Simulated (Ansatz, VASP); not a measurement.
Fe in VASP and in Ansatz

```
Fe
1.0
     2.30600    0.00000    0.00000
     0.00000    2.30600    0.00000
     0.00000    0.00000    2.30600
Fe
1
Direct
  0.00000 0.00000 0.00000
```

Alike in both runs: task single point; functional BLYP; k mesh 15 × 15 × 15; occupations fermi-dirac, width 0.05 eV; collinear spin.

```csv
,VASP,Ansatz
version,VASP 6.6.1,Ansatz 0.2.0
potentials or method,"VASP PAW PBE potentials, release 64 (Fe), cutoff 520 eV","plane waves (420 eV) with PAW, scalar-relativistic"
valence electrons in the cell,8,16
```

Ansatz gave:

```
pressure (GPa)                                                : 19.2
net moment per atom (μB)                                      : 2.20
size of the moment on the site where the two differ most (μB) : 2.16
```

Task: Which values does VASP return?

Result: Pressure (GPa): 18.9; net moment per atom (μB): 2.19; size of the moment on the site where the two differ most (μB): 2.17.

VASP's potentials were made for PBE, not for BLYP. Site moments also hang on the region over which each program counts them. The functional is the same, so the differences come from potentials, cutoffs and numerics. VASP's potentials hold 8 valence electrons a cell and Ansatz's 16, so a difference there can come from the potentials and not from the codes.
